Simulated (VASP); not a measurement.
A run of VASP 6.6.1 is set up as follows.

File INCAR:

```
ALGO = Normal
EDIFF = 1E-6
ENCUT = 520
GGA = PE
ISIF = 2
ISMEAR = 0
LASPH = True
LCHARG = True
LELF = True
LREAL = False
LVHAR = True
LWAVE = False
NBANDS = 38
NELM = 100
PREC = Accurate
SIGMA = 0.2
```

Contents of KPOINTS:

```
k-points
0
Gamma
  6 6 2
```

Contents of POSCAR:

```
MgNi3Te4
1.0
    4.1079457294      0.0015734424      0.0009499927
   -2.0526191464      3.5548018608     -0.0004840779
    0.0027428057      0.0001717517     11.2241904735
Mg Ni Te
1 3 4
Direct
   -0.0001311232     -0.0002022308      0.0000201005
    1.0000469949      0.0003632553      0.4999762438
    0.9990699111     -0.0009299972      0.2625214456
    0.0010644541      0.0008097568      0.7374910526
    0.3329110926      0.6661018432      0.1560803318
    0.3335284830      0.6669889819      0.6122914379
    0.6664492733      0.3331250849      0.3877082052
    0.6670609142      0.3337433058      0.8439111824
```

Potentials or basis: VASP PAW PBE potentials, release 64 (Mg, Ni, Te).

Command:

```sh
$ cat potpaw_PBE.64/Mg/POTCAR potpaw_PBE.64/Ni/POTCAR potpaw_PBE.64/Te/POTCAR > POTCAR
$ mpirun -np 1 vasp_std > vasp.out
```

(1) What does it give for the band gap on the k mesh?

(2) Estimate the largest force.

(3) What does it give for the pressure?

Results:

(1) zero (band 28 reaches 8.73 eV, above the bottom of band 29 at 7.50 eV).

(2) 0.032 eV/Å.

(3) -0.1 GPa.

Caveat: spin-orbit coupling is left out, which moves the levels of the heavy elements.
